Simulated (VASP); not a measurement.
Sr3Rh:

```
CELL_PARAMETERS angstrom
-2.31644 2.31644 5.17438
2.31644 -2.31644 5.17438
2.31644 2.31644 -5.17438
ATOMIC_POSITIONS crystal
Sr 0.50000 0.50000 0.00000
Sr 0.25000 0.75000 0.50000
Sr 0.75000 0.25000 0.50000
Rh 0.00000 0.00000 0.00000
```

```yaml
Program: VASP 6.6.1
Task: relaxation of cell and atoms
Functional: PBE
Potentials_or_basis: VASP PAW PBE potentials, release 64 (Sr_sv, Rh_pv)
Cutoff: 600 eV
k_mesh: 6 × 6 × 6
Occupations: gaussian, width 0.1 eV
Spin: no spin polarisation
```

At the start: pressure 6.8 GPa; volume 27.77 Å³/atom.

Where does the relaxation end?

Over 7 steps the energy falls by 126.9 meV/atom and the volume is 33.65 Å³/atom (+21.2 %); space group I4/mmm (No. 139, to 0.1 Å) before and after.

The path:
```csv
step,energy change (eV),largest force (eV/Å),pressure (GPa),volume (Å³)
1,0.0000,0.0000,6.75,111.06
2,-0.4446,0.0000,0.75,130.94
3,-0.4595,0.0000,0.06,135.38
4,-0.4598,0.0000,-0.12,136.34
5,-0.4692,0.0000,-0.10,136.25
6,-0.4885,0.0000,-0.06,135.88
7,-0.5077,0.0000,-0.01,134.61
```

Final structure:
```
CELL_PARAMETERS angstrom
-2.61010 2.61010 4.93973
2.61010 -2.61010 4.93973
2.61010 2.61010 -4.93973
ATOMIC_POSITIONS crystal
Sr 0.50000 0.50000 0.00000
Sr 0.25000 0.75000 0.50000
Sr 0.75000 0.25000 0.50000
Rh 0.00000 0.00000 0.00000
```

Caveat: the volume moved by over 15 % at a fixed basis, so the end points are rough.
